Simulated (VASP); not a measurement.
Here is a VASP 6.6.1 calculation.

Contents of INCAR:

```
  ALGO = Normal
  EDIFF = 1E-6
  ENCUT = 520
  GGA = PS
  ISIF = 2
  ISMEAR = 0
  LASPH = True
  LCHARG = False
  LREAL = False
  LWAVE = False
  NBANDS = 16
  NELM = 60
  PREC = Accurate
  SIGMA = 0.05
```

The input KPOINTS:

```
k-points
0
Gamma
  9 9 9
```

Contents of POSCAR:

```
Mg2NCl
1.0
    1.7935199454      1.0354892232      5.5227388400
   -1.7935199454      1.0354892232      5.5227388400
    0.0000000000     -2.0709784465      5.5227388400
Mg N Cl
2 1 1
Direct
    0.2228150000      0.2228150000      0.2228150000
    0.7771850000      0.7771850000      0.7771850000
    0.5000000000      0.5000000000      0.5000000000
    0.0000000000      0.0000000000      0.0000000000
```

Potentials or basis: VASP PAW PBE potentials, release 64 (Mg, N, Cl).

Run with:

```bash
$ cat potpaw_PBE.64/Mg/POTCAR potpaw_PBE.64/N/POTCAR potpaw_PBE.64/Cl/POTCAR > POTCAR
$ mpirun -np 1 vasp_std > vasp.out
```

(1) What does it give for the pressure?

(2) What does it give for the largest force?

## Answers

(1) -8.6 GPa.

(2) 0.147 eV/Å.

Caveat: the cell differs from its parent crystal (strain +0.080 along x and y, -0.080 along z); the stress differs along the axes, from -15 to 4 GPa; the PAW data sets were made with another functional, which shifts forces and pressure a little.
